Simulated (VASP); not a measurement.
Wanted: the native input for a VASP 6.6.1 run.

* Task: single point
* Functional: PBE
* Dispersion: D3(BJ)
* Potentials or basis: VASP PAW PBE potentials, release 64 (B, Ti_sv)
* Cutoff: 520 eV
* k mesh: 3 × 3 × 1
* Occupations: gaussian, width 0.1 eV
* Spin: no spin polarisation
* Dipole correction: yes
* Further INCAR settings: LREAL = Auto; ALGO = Normal; EDIFF = 1e-06; NBANDS = 132

The structure of TiB2 lies in POSCAR:

```
TiB2
1.0
    6.0074565198      0.0000000000      0.0000000000
    0.0000000000      6.3633101388      0.0000000000
    0.0000000000      0.0000000000     22.9368132777
B Ti
24 12
Direct
    0.5000000000      0.2500000000      0.3487842842
    0.5000000000      0.7500000000      0.3487842842
    0.0000000000      0.2500000000      0.3487842842
    0.0000000000      0.7500000000      0.3487842842
    0.5000000000      0.2500000000      0.4243921421
    0.5000000000      0.7500000000      0.4243921421
    0.0000000000      0.2500000000      0.4243921421
    0.0000000000      0.7500000000      0.4243921421
    0.7500000000      0.2500000000      0.4621960710
    0.7500000000      0.7500000000      0.4621960710
    0.2500000000      0.2500000000      0.4621960710
    0.2500000000      0.7500000000      0.4621960710
    0.7500000000      0.2500000000      0.5386069174
    0.7500000000      0.7500000000      0.5386069174
    0.2500000000      0.2500000000      0.5386069174
    0.2500000000      0.7500000000      0.5386069174
    0.0000000000      0.2500000000      0.5763589842
    0.0000000000      0.7500000000      0.5763589842
    0.5000000000      0.2500000000      0.5763589842
    0.5000000000      0.7500000000      0.5763589842
    0.0000000000      0.2500000000      0.6496735019
    0.0000000000      0.7500000000      0.6496735019
    0.5000000000      0.2500000000      0.6496735019
    0.5000000000      0.7500000000      0.6496735019
    0.2500000000      0.0000000000      0.3865882131
    0.2500000000      0.5000000000      0.3865882131
    0.7500000000      0.0000000000      0.3865882131
    0.7500000000      0.5000000000      0.3865882131
    0.5000000000      0.0000000000      0.5006558027
    0.5000000000      0.5000000000      0.5006558027
    0.0000000000      0.0000000000      0.5006558027
    0.0000000000      0.5000000000      0.5006558027
    0.7500000000      0.0000000000      0.6176342509
    0.7500000000      0.5000000000      0.6176342509
    0.2500000000      0.0000000000      0.6176342509
    0.2500000000      0.5000000000      0.6176342509
```

The input as run:

INCAR

```
PREC = Accurate
ENCUT = 520
EDIFF = 1E-6
ISMEAR = 0
SIGMA = 0.1
LREAL = Auto
LASPH = True
NELM = 100
ALGO = Normal
ISIF = 2
LWAVE = False
LCHARG = False
LDIPOL = True
IDIPOL = 3
DIPOL = 0.5 0.5 0.501
GGA = PE
IVDW = 12
NBANDS = 132
```

KPOINTS

```
Automatic mesh
0
Gamma
  3 3 1
```

Potentials or basis: VASP PAW PBE potentials, release 64 (B, Ti_sv).

Command:

```bash
$ cat potpaw_PBE.64/B/POTCAR potpaw_PBE.64/Ti_sv/POTCAR > POTCAR
$ mpirun -np 1 vasp_std > vasp.out
```

Results of the run:

* Largest force: 1.042 eV/Å
* Band gap on the k mesh: zero (bands 108 and 109 overlap by 0.72 eV)
* Dispersion energy per atom: -0.309 eV

It took 15 min on 1 thread of Intel(R) Xeon(R) Platinum 8488C (Sapphire Rapids) (shared host), peak memory 0.94 GiB.
